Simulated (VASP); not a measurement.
Set up this calculation in VASP 6.6.1, as the native input.

```yaml
Task: single point
Functional: LDA
Potentials_or_basis: VASP PAW LDA potentials, release 64 (Ni)
Cutoff: 520 eV
k_mesh: 21 × 21 × 21
Occupations: fermi-dirac, width 0.05 eV
Spin: collinear spin, ferromagnetic start
Starting_moments: "[1.0] μB"
Dipole_correction: no
Further_INCAR_settings: ALGO = Normal; EDIFF = 1e-07; NBANDS = 15
```

The structure of Ni lies in POSCAR:

```
Ni
1.0
    0.0000000000      1.7115729537      1.7115729537
    1.7115729537      0.0000000000      1.7115729537
    1.7115729537      1.7115729537      0.0000000000
Ni
1
Direct
    0.0000000000      0.0000000000      0.0000000000
```

One way to write it, as run:

INCAR

```
  PREC = Accurate
  ENCUT = 520
  EDIFF = 1E-7
  ISMEAR = -1
  SIGMA = 0.05
  LREAL = False
  LASPH = True
  NELM = 150
  ALGO = Normal
  ISIF = 2
  LWAVE = False
  LCHARG = False
  ISPIN = 2
  MAGMOM = 1
  LORBIT = 11
  LMAXMIX = 4
  GGA = CA
  NBANDS = 15
```

KPOINTS

```
regular mesh
0
Gamma
  21 21 21
```

Potentials or basis: VASP PAW LDA potentials, release 64 (Ni).

Command:

```console
$ cat potpaw_LDA.64/Ni/POTCAR > POTCAR
$ mpirun -np 1 vasp_std > vasp.out
```

Results of the run:

```
Pressure                                              : -0.1 GPa
Net moment                                            : 0.57 μB per cell
Site moments                                          : Ni +0.56 μB
Valence electrons inside the program's atomic spheres : Ni 9.48
```

It took 80 s on 1 thread of Intel(R) Xeon(R) Platinum 8259CL CPU @ 2.50GHz (Skylake/Cascade Lake) (shared host), peak memory 0.17 GiB.
